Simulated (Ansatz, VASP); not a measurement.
Two plane-wave programs on AgI

```xyz
4
Lattice="4.8972 0.0000 0.0000 -2.4486 4.2411 0.0000 0.0000 0.0000 8.0059" Properties=species:S:1:pos:R:3 pbc="T T T"
Ag    0.0000    2.8274    0.0196
Ag    2.4486    1.4137    4.0226
I     0.0000    2.8274    3.0218
I     2.4486    1.4137    7.0248
```

Change from the starting cell: equal strain along all axes, cell held, atoms relaxed: +4.5 %.

Alike in both runs: functional PBE; k mesh 6 × 6 × 4; occupations gaussian, width 0.02 eV; no spin polarisation.

Ansatz relaxed the structure, and its values are those at the end. VASP's run is a single point on that final structure, the one shown.

```csv
,VASP,Ansatz
version,VASP 6.6.1,Ansatz 0.2.0
potentials or method,"VASP PAW PBE potentials, release 64 (Ag, I), cutoff 500 eV","scalar-relativistic, plane waves, PAW"
valence electrons in the cell,36,72
```

|  | VASP | Ansatz | Ansatz less VASP |
| --- | --- | --- | --- |
| gap on the k mesh at the Fermi level (eV) | 1.38 | 1.38 | -0.001 |
| least direct gap on the mesh (eV) | 1.38 | 1.38 | -0.001 |
| pressure (GPa) | -2.4 | -2.4 | +0.03 |

VASP's potentials hold 36 valence electrons a cell and Ansatz's 72, so a difference there can come from the potentials and not from the codes. Ansatz's warnings: stress scf threshold loose.

Neither program's run includes spin-orbit coupling.
